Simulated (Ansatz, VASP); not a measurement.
Li2ZrO2: VASP beside Ansatz

Contents of INCAR:

```
  ALGO = Normal
  EDIFF = 1E-7
  ENCUT = 520
  GGA = PE
  ISIF = 2
  ISMEAR = 0
  LASPH = True
  LCHARG = True
  LELF = True
  LREAL = False
  LVHAR = True
  LWAVE = False
  NBANDS = 23
  NELM = 80
  PREC = Accurate
  SIGMA = 0.1
```

KPOINTS

```
k-points
0
Gamma
  8 8 8
```

Contents of POSCAR:

```
Li2ZrO2
1.0
   -1.7384396000      1.7384396000      4.7044229200
    1.7384396000     -1.7384396000      4.7044229200
    1.7384396000      1.7384396000     -4.7044229200
Li Zr O
2 1 2
Direct
    0.7500000000      0.2500000000      0.5000000000
    0.2500000000      0.7500000000      0.5000000000
    0.0000000000      0.0000000000      0.0000000000
    0.6176916400      0.6176916400      0.0000000000
    0.3823083600      0.3823083600      0.0000000000
```

Input for Ansatz:

```yaml
crystal:
  lattice:
    - [-1.7384396, 1.7384396, 4.70442292]
    - [1.7384396, -1.7384396, 4.70442292]
    - [1.7384396, 1.7384396, -4.70442292]
  atoms:
    - { symbol: Li, position: [0.75, 0.25, 0.5] }
    - { symbol: Li, position: [0.25, 0.75, 0.5] }
    - { symbol: Zr, position: [0.0, 0.0, 0.0] }
    - { symbol: O, position: [0.61769164, 0.61769164, 0.0] }
    - { symbol: O, position: [0.38230836, 0.38230836, 0.0] }
basis:
  ecutwfc: 420
kpoints:
  mp_grid: { grid: [8, 8, 8] }
hamiltonian:
  xc: pbe
scf:
  occupations: { method: gaussian, width: 0.1 }
  lower_state_search: "off"
output:
  forces: true
  stress: true
  eigenvalues: true
```

Change from the starting cell: species swapped into the YMn2Si2 type (I4/mmm, No. 139).

Alike in both runs: task single point; functional PBE; k mesh 8 × 8 × 8; occupations gaussian, width 0.1 eV; no spin polarisation.

|  | VASP | Ansatz |
| --- | --- | --- |
| version | VASP 6.6.1 | Ansatz 0.2.0 |
| potentials or method | VASP PAW PBE potentials, release 64 (Li_sv, Zr_sv, O), cutoff 520 eV | scalar-relativistic, plane waves, PAW |
| valence electrons in the cell | 30 | 30 |

VASP gave:

| Property | Result |
| --- | --- |
| gap on the k mesh at the Fermi level (eV) | none |
| rms of the force components (eV/Å) | 0.907 |

Task: Estimate Ansatz's values.

Result: gap on the k mesh at the Fermi level (eV): none; rms of the force components (eV/Å): 0.905.

Atom by atom the forces differ by 0.001 eV/Å (rms over components). A gap of «none» marks a metal or a gap that the smearing closes. The functional is the same, so the differences come from potentials, cutoffs and numerics.

Noted on VASP's run: the cutoff is short for stress, so the pressure is rough.
